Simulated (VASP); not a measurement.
# In2CuO4 (Fmmm) in VASP: notebook, part 2 of 2

VASP 6.6.1. The steps go on from the part before.

### Step 3. Single point, PBE, collinear spin

This run uses another cell than the first one, of 15.83 Å³/atom.

Contents of INCAR:

```
SYSTEM = In2CuO4
PREC     = Accurate       ! precision mode
ENCUT    = 520            ! plane-wave cutoff, eV
EDIFF    = 1E-6           ! SCF threshold, eV
ISMEAR   = 0              ! smearing method
SIGMA    = 0.1            ! smearing width, eV
LREAL    = .FALSE.        ! projectors in reciprocal space
LASPH    = .TRUE.         ! aspherical terms in the spheres
NELM     = 150            ! most SCF steps
ALGO     = Normal         ! electronic algorithm
ISIF     = 2              ! what is computed and relaxed
LWAVE    = .FALSE.        ! write WAVECAR
LCHARG   = .FALSE.        ! write CHGCAR
ISPIN    = 2              ! spin polarisation
MAGMOM   = 0 0 1 0 0 0 0  ! initial moments
LORBIT   = 11             ! projections on sites
LMAXMIX  = 4              ! l up to which the mixer works
GGA      = PE             ! functional
NBANDS   = 44             ! bands
```

Contents of KPOINTS:

```
Automatic mesh
0
G
  4 4 4
  0 0 0
```

Contents of POSCAR:

```
In2CuO4
1.0
    0.0000000000      3.1019523853      3.1752029736
    5.6254288817      0.0000000000      3.1752029736
    5.6254288817      3.1019523853      0.0000000000
In Cu O
2 1 4
Direct
    0.0000000000      0.0000000000      0.5000000000
    0.5000000000      0.5000000000      0.0000000000
    0.5000000000      0.5000000000      0.5000000000
    0.7668577531      0.7668577531      0.2331422469
    0.2331422469      0.2331422469      0.7668577531
    0.5000000000      0.0000000000      0.5000000000
    0.0000000000      0.5000000000      0.0000000000
```

Potentials or basis: VASP PAW PBE potentials, release 64 (In_d, Cu, O).

Command:

```sh
$ cat potpaw_PBE.64/In_d/POTCAR potpaw_PBE.64/Cu/POTCAR potpaw_PBE.64/O/POTCAR > POTCAR
$ mpirun -np 1 vasp_std > vasp.out
```

OUTCAR:

```text
SYSTEM = In2CuO4
   PREC = Accurate
   ENCUT = 520
   EDIFF = 1E-6
   ISMEAR = 0
   LREAL = .FALSE.
   LASPH = .TRUE.
   NELM = 150
   ISIF = 2
   ISPIN = 2
   LORBIT = 11
   GGA = PE

 ion  position               nearest neighbor table
   1  0.000  0.000  0.500-   6 2.22   7 2.22   7 2.22   6 2.22   2 3.10   2 3.10   2 3.18   2 3.18
                             3 3.21   3 3.21
   2  0.500  0.500  0.000-   7 2.22   6 2.22   6 2.22   7 2.22   1 3.10   1 3.10   1 3.18   1 3.18
                             3 3.21   3 3.21
   3  0.500  0.500  0.500-   4 1.69   5 1.69   2 3.21   2 3.21   1 3.21   1 3.21
   4  0.767  0.767  0.233-   3 1.69
   5  0.233  0.233  0.767-   3 1.69
   6  0.500  0.000  0.500-   1 2.22   2 2.22   2 2.22   1 2.22
   7  0.000  0.500  0.000-   2 2.22   1 2.22   1 2.22   2 2.22

  LATTYP: Found a face centered orthorhombic cell.
 ALAT       =     6.2039047706
 B/A-ratio  =     1.0236143497
 C/A-ratio  =     1.8135123248

  Lattice vectors:

 A1 = (   5.6254288817,   0.0000000000,  -3.1752029736)
 A2 = (   5.6254288817,  -3.1019523853,   0.0000000000)
 A3 = (   0.0000000000,  -3.1019523853,  -3.1752029736)

Analysis of symmetry for initial positions (statically):
=====================================================================
 Subroutine PRICEL returns:
 Original cell was already a primitive cell.

 Routine SETGRP: Setting up the symmetry group for a
 face centered orthorhombic supercell.

 Subroutine GETGRP returns: Found  8 space group operations
 (whereof  8 operations were pure point group operations)
 out of a pool of  8 trial point group operations.

The static configuration has the point symmetry D_2h.

Analysis of symmetry for dynamics (positions and initial velocities):
=====================================================================
 Subroutine PRICEL returns:
 Original cell was already a primitive cell.

 Routine SETGRP: Setting up the symmetry group for a
 face centered orthorhombic supercell.

 Subroutine GETGRP returns: Found  8 space group operations
 (whereof  8 operations were pure point group operations)
 out of a pool of  8 trial point group operations.

The dynamic configuration has the point symmetry D_2h.

Analysis of structural, dynamic, and magnetic symmetry:
=====================================================================
 Subroutine PRICEL returns:
 Original cell was already a primitive cell.

 Routine SETGRP: Setting up the symmetry group for a
 face centered orthorhombic supercell.

 Subroutine GETGRP returns: Found  8 space group operations
 (whereof  8 operations were pure point group operations)
 out of a pool of  8 trial point group operations.

The overall configuration has the point symmetry D_2h.

 Subroutine INISYM returns: Found  8 space group operations
 (whereof  8 operations are pure point group operations),
 and found     1 'primitive' translations

----------------------------------------------------------------------------------------

                                     Primitive cell

  volume of cell :     110.8134

  direct lattice vectors                    reciprocal lattice vectors
     0.000000000  3.101952385  3.175202974    -0.088882112  0.161188806  0.157470248
     5.625428882  0.000000000  3.175202974     0.088882112 -0.161188806  0.157470248
     5.625428882  3.101952385  0.000000000     0.088882112  0.161188806 -0.157470248

  length of vectors
     4.438921324  6.459672130  6.423983087     0.242236950  0.242236950  0.242236950

  position of ions in fractional coordinates (direct lattice)
[... 96 lines left out ...]
   EFERMI =   0.00;   METHOD = LEGACY
   ISMEAR =     0;   SIGMA  =   0.10  broadening in eV -4-tet -1-fermi 0-gaus
   EFERMI_NEDOS =   21; number of points for ismear=-14 and -15
   IALGO  =     38    algorithm
   IMIX   =      4    mixing-type and parameters
     AMIX     =   0.40;   BMIX     =  1.00
     AMIX_MAG =   1.60;   BMIX_MAG =  1.00
  volume/ion in A,a.u.               =      15.83       106.83
  Fermi-wavevector in a.u.,A,eV,Ry     =   1.341696  2.535437 24.492491  1.800147
  Thomas-Fermi vector in A             =   2.469909
   LORBIT       =     11    0 simple, 1 ext, 2 COOP (PROOUT), +10 PAW based schemes
   GGA     = PE    functional components
   LHFCALC =     F    Hartree Fock is set to
   AEXX    =    0.0000 exact exchange contribution
   IVDW    =     0    specifies the selected vdW correction
   LEPSILON=     F    determine dielectric tensor
   LRPA    =     F    only Hartree local field effects (RPA)
 spin polarized calculation
 Gauss-broadening in eV      SIGMA  =   0.10
  energy-cutoff  :      520.00
  volume of cell :      110.81
 maximum number of plane-waves:      3008
 NGX is ok and might be reduce to    36
   NGX = 17   NGY = 25   NGZ = 23

 number of electron      61.0000010 magnetization       1.9605093

 Free energy of the ion-electron system (eV)
  ---------------------------------------------------
  ext. energy  EPLUGINS =         0.00000000
  ---------------------------------------------------
  free energy    TOTEN  =       -30.77399887 eV

  energy without entropy =      -30.76154077  energy(sigma->0) =      -30.76776982

 E-fermi :   4.2169     XC(G=0):  -9.8920

 val. band max:        4.2015783185   @ k =  -0.2500   0.0000   0.2500
 cond. band min:       4.2519042095   @ k =   0.2500   0.0000   0.2500
 fundamental gap:      0.0503258910
 Fermi energy:         4.2169380462

 spin component 1

 k-point     1 :       0.0000    0.0000    0.0000
  band No.  band energies     occupation
      1     -15.5736      1.00000
      2     -15.3051      1.00000
      3     -13.6887      1.00000
      4     -12.9427      1.00000
      5     -11.2154      1.00000
      6     -10.9818      1.00000
[... 799 lines left out ...]
     41      13.2495      0.00000
     42      14.4913      0.00000
 Fermi energy:         4.2169380462

 spin component 2

 k-point     1 :       0.0000    0.0000    0.0000
  band No.  band energies     occupation
      1     -15.5379      1.00000
      2     -15.2796      1.00000
      3     -12.5988      1.00000
      4     -11.7335      1.00000
      5     -11.2117      1.00000
      6     -10.9818      1.00000
[... 799 lines left out ...]
     41      13.3379      0.00000
     42      14.5268      0.00000
 [bands above 42 left out]

------------------------ aborting loop because EDIFF is reached ----------------------------------------

  FORCE on cell =-STRESS in cart. coord.  units (eV):
  Direction    XX          YY          ZZ          XY          YZ          ZX
  --------------------------------------------------------------------------------------
  -------------------------------------------------------------------------------------
  Total        0.6943749      0.9711328      1.9042376      0.0000000     -0.0000000      0.0000000
  in kB       10.0395060     14.0409645     27.5321083      0.0000000     -0.0000000      0.0000000
  external PRESSURE =      17.2041929 kB  Pullay stress =       0.0000000 kB

 VOLUME and BASIS-vectors are now :
 -----------------------------------------------------------------------------
  energy-cutoff  :      520.00
  volume of cell :      110.81
      direct lattice vectors                 reciprocal lattice vectors
     0.000000000  3.101952385  3.175202974    -0.088882112  0.161188806  0.157470248
     5.625428882  0.000000000  3.175202974     0.088882112 -0.161188806  0.157470248
     5.625428882  3.101952385  0.000000000     0.088882112  0.161188806 -0.157470248

 POSITION                                       TOTAL-FORCE (eV/Angst)
 -----------------------------------------------------------------------------------
      2.81271      1.55098      0.00000         0.000000      0.000000     -0.000000
      2.81271      1.55098      3.17520        -0.000000      0.000000     -0.000000
      5.62543      3.10195      3.17520        -0.000000     -0.000000     -0.000000
      5.62543      3.10195      4.86986        -0.000000      0.000000      0.178296
      5.62543      3.10195      1.48055        -0.000000      0.000000     -0.178296
      2.81271      3.10195      1.58760         0.000000     -0.000000     -0.000000
      2.81271      0.00000      1.58760        -0.000000      0.000000     -0.000000
 -----------------------------------------------------------------------------------
    total drift:                                0.000000      0.000000      0.000000

  FREE ENERGIE OF THE ION-ELECTRON SYSTEM (eV)
  ---------------------------------------------------
  free  energy   TOTEN  =       -30.7739988714 eV

  energy  without entropy=      -30.7615407736  energy(sigma->0) =      -30.76776982

 total charge

# of ion       s       p       d       tot
------------------------------------------
    1        0.764   0.466   9.969  11.200
    2        0.764   0.466   9.969  11.200
    3        0.583   0.561   9.018  10.162
    4        1.596   3.238   0.000   4.834
    5        1.596   3.238   0.000   4.834
    6        1.597   3.359   0.000   4.956
    7        1.597   3.359   0.000   4.956
--------------------------------------------------
tot          8.498  14.687  28.957  52.142

 magnetization (x)

# of ion       s       p       d       tot
------------------------------------------
    1        0.004  -0.004  -0.001  -0.000
    2        0.004  -0.004  -0.001  -0.000
    3       -0.005  -0.031   0.470   0.434
    4        0.007   0.621   0.000   0.628
    5        0.007   0.621   0.000   0.628
    6        0.002   0.018   0.000   0.019
    7        0.002   0.018   0.000   0.019
--------------------------------------------------
tot          0.021   1.239   0.468   1.728
```

It took 5.2 min on 1 thread of Intel Xeon Platinum 8488C (Sapphire Rapids), shared host; peak memory 0.4 GiB.

Results:

```yaml
Free_energy: -30.7740 eV
Pressure: 1.7 GPa
Largest_force: 0.178 eV/Å
Net_moment: 1.96 μB per cell
Site_moments: In -0.00; Cu +0.43; O +0.63, +0.02 (each value once) μB
Valence_electrons_inside_the_program's_atomic_spheres: In 11.20; Cu 10.16; O 4.83, 4.96 (each value once)
```

Forces on the atoms (eV/Å):
```
In   0.000  0.000  0.000
In   0.000  0.000  0.000
Cu   0.000  0.000  0.000
O    0.000  0.000  0.178
O    0.000  0.000 -0.178
O    0.000  0.000  0.000
O    0.000  0.000  0.000
```

Stress tensor (GPa, compression positive):
```
1.00 0.00 0.00
0.00 1.40 0.00
0.00 0.00 2.75
```

Levels at points of the mesh, in eV from the Fermi level:
Spin up:
```
           k point  band 28  band 29  band 30  band 31  band 32  band 33  band 34  band 35
(0.00, 0.00, 0.00)    -1.83    -1.83    -1.33    -1.14    -1.05    -0.69     3.26     3.43
(0.50, 0.00, 0.00)    -2.03    -1.90    -1.08    -0.95     1.09     1.42     2.73     3.49
(0.50, 0.50, 0.00)    -1.96    -1.92    -0.81    -0.66     1.35     2.74     2.88     3.08
(0.50, 0.00, 0.50)    -1.90    -1.60    -1.23    -0.67     2.41     2.63     2.77     2.84
(0.00, 0.50, 0.50)    -1.84    -1.77    -1.50    -1.31    -1.04    -0.74     2.52     5.30
```
Spin down:
| k point | band 27 | band 28 | band 29 | band 30 | band 31 | band 32 |
| --- | --- | --- | --- | --- | --- | --- |
| (0.00, 0.00, 0.00) | -1.56 | -0.88 | -0.80 | -0.68 | -0.34 | -0.08 |
| (0.50, 0.00, 0.00) | -1.61 | -1.30 | -0.99 | 0.12 | 0.25 | 1.22 |
| (0.50, 0.50, 0.00) | -1.76 | -1.48 | -1.39 | 0.47 | 0.83 | 1.36 |
| (0.50, 0.00, 0.50) | -2.31 | -1.37 | -0.53 | 0.04 | 0.82 | 2.38 |
| (0.00, 0.50, 0.50) | -1.58 | -1.27 | -1.07 | -0.78 | -0.34 | -0.05 |

Caveat: the k points lie up to 0.38 Å⁻¹ apart; spin-orbit coupling is left out, which moves the levels of the heavy elements; a cell with one magnetic atom can't hold antiferromagnetic order, which such compounds often take; semilocal functionals often make such compounds metallic where correlation or magnetic order opens a gap, which also shifts bond lengths.
